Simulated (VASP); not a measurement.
# Si2Ni (Fm-3m) in VASP: a series of runs

Aim: see how the results for Si2Ni move with the level of theory and the settings. Levels: BLYP, r2SCAN. Tasks: single point.

Program: VASP 6.6.1. These are calculated values, not measurements. Logs are shortened: lines on timing, memory, paths and dates and some standing lists are left out, and cuts for length are marked.

## 1. The cell of the first run

It takes space group Fm-3m (No. 225, cubic). Conventional cell: a = 5.406 Å, b = 5.406 Å, c = 5.406 Å, α = 90.00°, β = 90.00°, γ = 90.00°. Within 3.1 Å of Ni (site symmetry m-3m) lie 8 Si at 2.34 Å. Si (site symmetry -43m) has 4 Ni at 2.34 Å and 6 Si at 2.70 Å within 3.1 Å.

## 2. Single point, BLYP, collinear spin, ferromagnetic start

File INCAR:

```
SYSTEM = Si2Ni
AGGAC = 1.0
AGGAX = 1.0
ALDAC = 0.0
ALDAX = 1.0
ALGO = Normal
EDIFF = 1E-6
ENCUT = 520
GGA = B5
ISIF = 2
ISMEAR = -1
ISPIN = 2
LASPH = .TRUE.
LCHARG = .FALSE.
LMAXMIX = 4
LORBIT = 11
LREAL = .FALSE.
LWAVE = .FALSE.
MAGMOM = 1 0 0
NBANDS = 20
NELM = 150
PREC = Accurate
SIGMA = 0.05
```

File KPOINTS:

```
k-points
0
G
  5 5 5
  0 0 0
```

File POSCAR:

```
Si2Ni
1.0
    0.0000000000      2.7030000000      2.7030000000
    2.7030000000      0.0000000000      2.7030000000
    2.7030000000      2.7030000000      0.0000000000
Ni Si
1 2
Direct
    0.0000000000      0.0000000000      0.0000000000
    0.7500000000      0.7500000000      0.7500000000
    0.2500000000      0.2500000000      0.2500000000
```

Potentials or basis: VASP PAW PBE potentials, release 64 (Ni, Si).

Command:

```sh
$ cat potpaw_PBE.64/Ni/POTCAR potpaw_PBE.64/Si/POTCAR > POTCAR
$ mpirun -np 1 vasp_std > vasp.out
```

OUTCAR:

```text
SYSTEM = Si2Ni
   EDIFF = 1E-6
   ENCUT = 520
   GGA = B5
   ISIF = 2
   ISMEAR = -1
   ISPIN = 2
   LASPH = .TRUE.
   LORBIT = 11
   LREAL = .FALSE.
   NELM = 150
   PREC = Accurate

 ion  position               nearest neighbor table
   1  0.000  0.000  0.000-   2 2.34   2 2.34   3 2.34   3 2.34   2 2.34   2 2.34   3 2.34   3 2.34

   2  0.750  0.750  0.750-   1 2.34   1 2.34   1 2.34   1 2.34   3 2.70   3 2.70   3 2.70   3 2.70
                             3 2.70   3 2.70
   3  0.250  0.250  0.250-   1 2.34   1 2.34   1 2.34   1 2.34   2 2.70   2 2.70   2 2.70   2 2.70
                             2 2.70   2 2.70

  LATTYP: Found a face centered cubic cell.
 ALAT       =     5.4060000000

  Lattice vectors:

 A1 = (   0.0000000000,   2.7030000000,   2.7030000000)
 A2 = (   2.7030000000,   0.0000000000,   2.7030000000)
 A3 = (   2.7030000000,   2.7030000000,   0.0000000000)

Analysis of symmetry for initial positions (statically):
=====================================================================
 Subroutine PRICEL returns:
 Original cell was already a primitive cell.

 Routine SETGRP: Setting up the symmetry group for a
 face centered cubic supercell.

 Subroutine GETGRP returns: Found 48 space group operations
 (whereof 48 operations were pure point group operations)
 out of a pool of 48 trial point group operations.

The static configuration has the point symmetry O_h .

Analysis of symmetry for dynamics (positions and initial velocities):
=====================================================================
 Subroutine PRICEL returns:
 Original cell was already a primitive cell.

 Routine SETGRP: Setting up the symmetry group for a
 face centered cubic supercell.

 Subroutine GETGRP returns: Found 48 space group operations
 (whereof 48 operations were pure point group operations)
 out of a pool of 48 trial point group operations.

The dynamic configuration has the point symmetry O_h .

Analysis of structural, dynamic, and magnetic symmetry:
=====================================================================
 Subroutine PRICEL returns:
 Original cell was already a primitive cell.

 Routine SETGRP: Setting up the symmetry group for a
 face centered cubic supercell.

 Subroutine GETGRP returns: Found 48 space group operations
 (whereof 48 operations were pure point group operations)
 out of a pool of 48 trial point group operations.

The overall configuration has the point symmetry O_h .

 Subroutine INISYM returns: Found 48 space group operations
 (whereof 48 operations are pure point group operations),
 and found     1 'primitive' translations

----------------------------------------------------------------------------------------

                                     Primitive cell

  volume of cell :      39.4974

  direct lattice vectors                    reciprocal lattice vectors
     0.000000000  2.703000000  2.703000000    -0.184979652  0.184979652  0.184979652
     2.703000000  0.000000000  2.703000000     0.184979652 -0.184979652  0.184979652
     2.703000000  2.703000000  0.000000000     0.184979652  0.184979652 -0.184979652

  length of vectors
     3.822619259  3.822619259  3.822619259     0.320394156  0.320394156  0.320394156

  position of ions in fractional coordinates (direct lattice)
     0.000000000  0.000000000  0.000000000
     0.750000000  0.750000000  0.750000000
     0.250000000  0.250000000  0.250000000

  ion indices of the primitive-cell ions
   primitive index   ion index
                 1           1
                 2           2
                 3           3

----------------------------------------------------------------------------------------

 KPOINTS: k-points

Automatic generation of k-mesh.
 Grid dimensions read from file:
 generate k-points for:    5    5    5

 Generating k-lattice:

  Cartesian coordinates                     Fractional coordinates (reciprocal lattice)
    -0.036995930  0.036995930  0.036995930     0.200000000  0.000000000  0.000000000
     0.036995930 -0.036995930  0.036995930     0.000000000  0.200000000  0.000000000
     0.036995930  0.036995930 -0.036995930     0.000000000  0.000000000  0.200000000

  Length of vectors
     0.064078831  0.064078831  0.064078831

  Shift w.r.t. Gamma in fractional coordinates (k-lattice)
     0.000000000  0.000000000  0.000000000

 Subroutine IBZKPT returns following result:
 ===========================================

 Found     10 irreducible k-points:

 Following reciprocal coordinates:
            Coordinates               Weight
  0.000000  0.000000  0.000000      1.000000
  0.200000  0.000000  0.000000      8.000000
  0.400000  0.000000  0.000000      8.000000
  0.200000  0.200000  0.000000      6.000000
  0.400000  0.200000  0.000000     24.000000
 -0.400000  0.200000  0.000000     24.000000
 -0.200000  0.200000  0.000000     12.000000
  0.400000  0.400000  0.000000      6.000000
 -0.400000  0.400000  0.000000     12.000000
 -0.400000  0.400000  0.200000     24.000000
   k-points           NKPTS =     10   k-points in BZ     NKDIM =     10   number of bands    NBANDS=     20
   number of dos      NEDOS =    301   number of ions     NIONS =      3
   total plane-waves  NPLWV =  21952
   dimension x,y,z NGX =    28 NGY =   28 NGZ =   28
   dimension x,y,z NGXF=    56 NGYF=   56 NGZF=   56
   ions per type =               1   2
   NGX,Y,Z   is equivalent  to a cutoff of  12.18, 12.18, 12.18 a.u.
   NGXF,Y,Z  is equivalent  to a cutoff of  24.35, 24.35, 24.35 a.u.
 SYSTEM =  Si2Ni
   PREC   = accura    normal or accurate (medium, high low for compatibility)
   ISTART =      0    job   : 0-new  1-cont  2-samecut
   ICHARG =      2    charge: 1-file 2-atom 10-const
   ISPIN  =      2    spin polarized calculation?
   LNONCOLLINEAR =      F non collinear calculations
   LSORBIT =      F    spin-orbit coupling
   LASPH  =      T    aspherical Exc in radial PAW
   ENCUT  =  520.0 eV  38.22 Ry    6.18 a.u.   7.11  7.11  7.11*2*pi/ulx,y,z
   NELM   =    150;   NELMIN=  2; NELMDL= -5     # of ELM steps
   EDIFF  = 0.1E-05   stopping-criterion for ELM
   LREAL  =      F    real-space projection
   EDIFFG = 0.1E-04   stopping-criterion for IOM
   NSW    =      0    number of steps for IOM
   IBRION =     -1    ionic relax: 0-MD 1-quasi-New 2-CG
   NFREE  =      0    steps in history (QN), initial steepest desc. (CG)
   ISIF   =      2    stress and relaxation
   ISYM   =      2    0-nonsym 1-usesym 2-fastsym
   POTIM  = 0.5000    time-step for ionic-motion
   TEBEG  =    0.0;   TEEND  =   0.0 temperature during run
   PSTRESS=    0.0 pullay stress
   NELECT =      18.0000    total number of electrons
   NUPDOWN=      -1.0000    fix difference up-down
   EMIN   =  10.00;   EMAX   =-10.00  energy-range for DOS
   EFERMI =   0.00;   METHOD = LEGACY
   ISMEAR =    -1;   SIGMA  =   0.05  broadening in eV -4-tet -1-fermi 0-gaus
   EFERMI_NEDOS =   21; number of points for ismear=-14 and -15
   IALGO  =     38    algorithm
   IMIX   =      4    mixing-type and parameters
     AMIX     =   0.40;   BMIX     =  1.00
     AMIX_MAG =   1.60;   BMIX_MAG =  1.00
  volume/ion in A,a.u.               =      13.17        88.85
  Fermi-wavevector in a.u.,A,eV,Ry     =   1.259823  2.380721 21.594550  1.587155
  Thomas-Fermi vector in A             =   2.393364
   LORBIT       =     11    0 simple, 1 ext, 2 COOP (PROOUT), +10 PAW based schemes
   GGA     = B5    functional components
   LHFCALC =     F    Hartree Fock is set to
   AEXX    =    0.0000 exact exchange contribution
   IVDW    =     0    specifies the selected vdW correction
   LEPSILON=     F    determine dielectric tensor
   LRPA    =     F    only Hartree local field effects (RPA)
 spin polarized calculation
  energy-cutoff  :      520.00
  volume of cell :       39.50
 maximum number of plane-waves:      1073
   NGX = 15   NGY = 15   NGZ = 15

 number of electron      17.9999999 magnetization      -0.0003504

 number of electron      17.9999999 magnetization       0.0000434

 Free energy of the ion-electron system (eV)
  ---------------------------------------------------
  ext. energy  EPLUGINS =         0.00000000
  ---------------------------------------------------
  free energy    TOTEN  =       -14.30151901 eV

  energy without entropy =      -14.29317020  energy(sigma->0) =      -14.29734460

 E-fermi :  10.9836     XC(G=0): -10.9233

 val. band max:       10.6809578613   @ k =  -0.2000   0.2000   0.0000
 cond. band min:      10.9887563599   @ k =  -0.4000   0.4000   0.0000
 fundamental gap:      0.3077984986
 Fermi energy:        10.9836204293

 spin component 1

 k-point     1 :       0.0000    0.0000    0.0000
  band No.  band energies     occupation
      1      -2.8436      1.00000
      2       5.7222      1.00000
      3       5.7222      1.00000
      4       5.7222      1.00000
      5       7.4023      1.00000
      6       7.4023      1.00000
[... 12 lines left out ...]
     19      20.4286      0.00000
[... 190 lines left out ...]
      3       4.7641      1.00000
      4       4.8031      1.00000
      5       6.8425      1.00000
      6       7.1820      1.00000
[... 12 lines left out ...]
     19      25.0400      0.00000
     20      26.2375      0.00000
 Fermi energy:        10.9836204293

 spin component 2

 k-point     1 :       0.0000    0.0000    0.0000
  band No.  band energies     occupation
      1      -2.8436      1.00000
      2       5.7221      1.00000
      3       5.7221      1.00000
      4       5.7221      1.00000
      5       7.4028      1.00000
      6       7.4028      1.00000
[... 12 lines left out ...]
     19      20.4286      0.00000
[... 191 lines left out ...]
      4       4.8032      1.00000
      5       6.8424      1.00000
      6       7.1820      1.00000
[... 12 lines left out ...]
     19      25.0400      0.00000
     20      26.2375      0.00000

------------------------ aborting loop because EDIFF is reached ----------------------------------------

  FORCE on cell =-STRESS in cart. coord.  units (eV):
  Direction    XX          YY          ZZ          XY          YZ          ZX
  --------------------------------------------------------------------------------------
  -------------------------------------------------------------------------------------
  Total        2.7948483      2.7948483      2.7948483      0.0000000      0.0000000      0.0000000
  in kB      113.3706649    113.3706649    113.3706649      0.0000000      0.0000000      0.0000000
  external PRESSURE =     113.3706649 kB  Pullay stress =       0.0000000 kB

 VOLUME and BASIS-vectors are now :
 -----------------------------------------------------------------------------
  energy-cutoff  :      520.00
  volume of cell :       39.50
      direct lattice vectors                 reciprocal lattice vectors
     0.000000000  2.703000000  2.703000000    -0.184979652  0.184979652  0.184979652
     2.703000000  0.000000000  2.703000000     0.184979652 -0.184979652  0.184979652
     2.703000000  2.703000000  0.000000000     0.184979652  0.184979652 -0.184979652

 POSITION                                       TOTAL-FORCE (eV/Angst)
 -----------------------------------------------------------------------------------
      0.00000      0.00000      0.00000        -0.000000      0.000000      0.000000
      4.05450      4.05450      4.05450         0.000000     -0.000000      0.000000
      1.35150      1.35150      1.35150        -0.000000      0.000000     -0.000000
 -----------------------------------------------------------------------------------
    total drift:                               -0.000000     -0.000000      0.000000

  FREE ENERGIE OF THE ION-ELECTRON SYSTEM (eV)
  ---------------------------------------------------
  free  energy   TOTEN  =       -14.3015190135 eV

  energy  without entropy=      -14.2931701960  energy(sigma->0) =      -14.29734460

 total charge

# of ion       s       p       d       tot
------------------------------------------
    1        0.560   0.797   8.481   9.837
    2        0.754   0.855   0.000   1.609
    3        0.754   0.855   0.000   1.609
--------------------------------------------------
tot          2.068   2.507   8.481  13.055

 magnetization (x)

# of ion       s       p       d       tot
------------------------------------------
    1       -0.000   0.000  -0.000  -0.000
    2       -0.000   0.000   0.000  -0.000
    3       -0.000   0.000   0.000  -0.000
--------------------------------------------------
tot         -0.000   0.000  -0.000  -0.000
```

Wall time 14 s (1 thread of Intel Xeon 6975P-C (Granite Rapids), shared host); peak memory 0.17 GiB.

What came out:

| Property | Result |
| --- | --- |
| Free energy | -14.3015 eV |
| Pressure | 11.3 GPa |
| Band gap on the k mesh | zero (filled and empty bands overlap) |
| Net moment | 0.00 μB per cell |
| Valence electrons inside the program's atomic spheres | Ni 9.84; Si 1.61 |

Levels at points of the mesh, in eV from the Fermi level:
Spin up:
```
           k point  band 7  band 8  band 9  band 10  band 11  band 12
(0.00, 0.00, 0.00)   -0.56    1.66    1.66     1.66     2.37     2.37
```
Spin down:
| k point | band 6 | band 7 | band 8 | band 9 | band 10 | band 11 | band 12 | band 13 |
| --- | --- | --- | --- | --- | --- | --- | --- | --- |
| (0.00, 0.00, 0.00) | -3.58 | -0.56 | 1.66 | 1.66 | 1.66 | 2.37 | 2.37 | 2.37 |

Caveat: the k points lie up to 0.40 Å⁻¹ apart; the PAW data sets were made with another functional, which shifts forces and pressure a little.

## 3. Single point, r2SCAN, collinear spin, ferromagnetic start

POSCAR is that of step 2.

File INCAR.step1:

```
PREC     = Accurate       # precision mode
ENCUT    = 520            # plane-wave cutoff, eV
ISMEAR   = -1             # smearing method
SIGMA    = 0.05           # smearing width, eV
LREAL    = F              # projectors in reciprocal space
LASPH    = T              # aspherical terms in the spheres
NELM     = 150            # most SCF steps
ISPIN    = 2              # spin polarisation
MAGMOM   = 1 0 0          # initial moments
LMAXMIX  = 4              # l up to which the mixer works
NBANDS   = 20             # bands
GGA      = PE             # functional
ALGO     = Normal         # electronic algorithm
EDIFF    = 1E-4           # SCF threshold, eV
LWAVE    = T              # write WAVECAR
LCHARG   = F              # write CHGCAR
```

File INCAR.step2:

```
PREC     = Accurate       # precision mode
ENCUT    = 520            # plane-wave cutoff, eV
EDIFF    = 1E-6           # SCF threshold, eV
ISMEAR   = -1             # smearing method
SIGMA    = 0.05           # smearing width, eV
LREAL    = F              # projectors in reciprocal space
LASPH    = T              # aspherical terms in the spheres
NELM     = 150            # most SCF steps
ALGO     = Normal         # electronic algorithm
ISIF     = 2              # what is computed and relaxed
LWAVE    = F              # write WAVECAR
LCHARG   = F              # write CHGCAR
ISPIN    = 2              # spin polarisation
MAGMOM   = 1 0 0          # initial moments
LORBIT   = 11             # projections on sites
LMAXMIX  = 4              # l up to which the mixer works
METAGGA  = R2SCAN         # meta-GGA
LMIXTAU  = T            
NBANDS   = 20             # bands
ISTART   = 1
```

File KPOINTS:

```
Automatic mesh
0
Gamma
  5 5 5
```

Potentials or basis: VASP PAW PBE potentials, release 64 (Ni, Si).

Command:

```sh
$ cat potpaw_PBE.64/Ni/POTCAR potpaw_PBE.64/Si/POTCAR > POTCAR
$ cp INCAR.step1 INCAR
$ mpirun -np 1 vasp_std > vasp.out
$ cp INCAR.step2 INCAR
$ mpirun -np 1 vasp_std > vasp.out
```

It took 30 s on 1 thread of Intel Xeon 6975P-C (Granite Rapids), shared host; peak memory 0.18 GiB.

It converged, with:

| Item | Value |
| --- | --- |
| Free energy | -30.4872 eV |
| Pressure | -1.2 GPa |
| Band gap on the k mesh | zero (filled and empty bands overlap) |
| Net moment | 0.00 μB per cell |
| Valence electrons inside the program's atomic spheres | Ni 9.87; Si 1.59 |

Levels at points of the mesh, in eV from the Fermi level:
Spin up:
| k point | band 5 | band 6 | band 7 | band 8 | band 9 | band 10 | band 11 | band 12 | band 13 | band 14 |
| --- | --- | --- | --- | --- | --- | --- | --- | --- | --- | --- |
| (0.00, 0.00, 0.00) | -3.85 | -3.85 | -0.03 | 1.64 | 1.64 | 1.64 | 2.23 | 2.23 | 2.23 | 5.01 |
Spin down:
| k point | band 6 | band 7 | band 8 | band 9 | band 10 | band 11 | band 12 | band 13 |
| --- | --- | --- | --- | --- | --- | --- | --- | --- |
| (0.00, 0.00, 0.00) | -3.85 | -0.03 | 1.64 | 1.64 | 1.64 | 2.23 | 2.23 | 2.23 |

Caveat: the k points lie up to 0.40 Å⁻¹ apart; the PAW data sets were made with another functional, which shifts forces and pressure a little.
